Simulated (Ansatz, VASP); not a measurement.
One calculation of Ru, two programs

The input INCAR:

```
SYSTEM = Ru
PREC     = Accurate       ! precision mode
ENCUT    = 520            ! plane-wave cutoff, eV
EDIFF    = 1E-6           ! SCF threshold, eV
ISMEAR   = 0              ! smearing method
SIGMA    = 0.15           ! smearing width, eV
LREAL    = .False.        ! projectors in reciprocal space
LASPH    = .True.         ! aspherical terms in the spheres
NELM     = 60             ! most SCF steps
ALGO     = Fast           ! electronic algorithm
ISIF     = 2              ! what is computed and relaxed
LWAVE    = .False.        ! write WAVECAR
LCHARG   = .False.        ! write CHGCAR
GGA      = PS             ! functional
NBANDS   = 21             ! bands
```

Contents of KPOINTS:

```
Automatic mesh
0
Gamma
  21 21 12
  0 0 0
```

Contents of POSCAR:

```
Ru
1.0
    2.7057993342      0.0000000000      0.0000000000
   -1.3528996671      2.3432909610      0.0000000000
    0.0000000000      0.0000000000      4.4103570000
Ru
2
Direct
    0.3333333333      0.6666666667      0.2500000000
    0.6666666667      0.3333333333      0.7500000000
```

Input for Ansatz:

```yaml
crystal:
  lattice:
    - [2.7057993342, 0.0, 0.0]
    - [-1.3528996671, 2.343290961, 0.0]
    - [0.0, 0.0, 4.410357]
  atoms:
    - { symbol: Ru, position: [0.3333333333, 0.6666666667, 0.25] }
    - { symbol: Ru, position: [0.6666666667, 0.3333333333, 0.75] }
basis:
  ecutwfc: 420
kpoints:
  mp_grid: { grid: [21, 21, 12] }
hamiltonian:
  xc: pbesol
scf:
  occupations: { method: gaussian, width: 0.15 }
output:
  forces: true
  stress: true
  eigenvalues: true
```

Change from the starting cell: strain +0.000 along x and y, +0.030 along z, atoms carried along.

Alike in both runs: task single point; functional PBEsol; k mesh 21 × 21 × 12; occupations gaussian, width 0.15 eV; no spin polarisation.

|  | VASP | Ansatz |
| --- | --- | --- |
| version | VASP 6.6.1 | Ansatz 0.2.0 |
| potentials or method | VASP PAW PBE potentials, release 64 (Ru_pv), cutoff 520 eV | scalar-relativistic, plane waves, PAW |
| valence electrons in the cell | 28 | 32 |

Ansatz gave:

| Property | Result |
| --- | --- |
| gap on the k mesh at the Fermi level (eV) | none |
| pressure (GPa) | -15.0 |
| traceless stress, the component that is largest in VASP (GPa) | -9.45 |

What did VASP give for the same quantities?

gap on the k mesh at the Fermi level (eV): none; pressure (GPa): -15.0; traceless stress, the component that is largest in VASP (GPa): -9.44.

VASP's potentials were made for PBE, not for PBEsol. A gap of «none» marks a metal or a gap that the smearing closes. The functional is the same, so the differences come from potentials, cutoffs and numerics. VASP's potentials hold 28 valence electrons a cell and Ansatz's 32, so a difference there can come from the potentials and not from the codes.
